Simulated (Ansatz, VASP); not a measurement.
**One calculation of BaTe, two programs**

```
Ba Te
1.0
     4.26247    0.00000    0.00000
     0.00000    4.26247    0.00000
     0.00000    0.00000    4.26247
Ba Te
1 1
Cartesian
  0.0000 0.0000 0.0000
  2.1312 2.1312 2.1312
```

Alike in both runs: task single point; functional PBEsol; k mesh 6 × 6 × 6; occupations gaussian, width 0.02 eV; no spin polarisation.

|  | VASP | Ansatz |
| --- | --- | --- |
| version | VASP 6.6.1 | Ansatz 0.2.0 |
| potentials or method | VASP PAW PBE potentials, release 64 (Ba_sv, Te), cutoff 520 eV | all-electron LAPW, scalar-relativistic |

VASP gave:

- gap on the k mesh at the Fermi level (eV): 0.71
- least direct gap on the mesh (eV): 0.89
- pressure (GPa): -1.7

Q: Which values does Ansatz return?

A: gap on the k mesh at the Fermi level (eV): 0.81; least direct gap on the mesh (eV): 0.99; pressure (GPa): -2.2.

VASP's potentials were made for PBE, not for PBEsol. Ansatz ran all-electron here, and VASP with PAW potentials.

Spin-orbit coupling is off throughout.
